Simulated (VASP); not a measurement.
Runs of VASP 6.6.1 on BaTiO3. The structure is that of space group R3m (No. 160), or close to it. The cells are those of the table. 

```tsv
cell	gap on the mesh (eV)	pressure (GPa)	largest force (eV/Å)
a = 4.094 Å, angles 82.3°, 5 atoms	2.22	5.7	0.84
a = 4.070 Å, angles 85.9°, 5 atoms	2.50	3.2	0.28
a = 4.061 Å, angles 91.2°, 5 atoms	2.52	1.2	(c)
a = 4.065 Å, angles 92.8°, 5 atoms	(d)	1.2	0.24
a = 4.063 Å, angles 87.8°, 5 atoms	2.59	(b)	(a)
```

Alike in all rows: task single point; level PBE; potentials or basis VASP PAW PBE potentials, release 64 (Ba_sv, Ti_sv, O); no spin polarisation; k mesh 6 × 6 × 6; cutoff (eV) 520; smearing gaussian 0.05 eV.

Task: Estimate the missing entries.

Result: (a) 0.16; (b) 2.3; (c) 0.18; (d) 2.39.

Caveats: spin-orbit coupling is left out, which moves the levels of the heavy elements.

A k mesh can miss the band edges, and the runs leave out spin-orbit coupling on Ba.
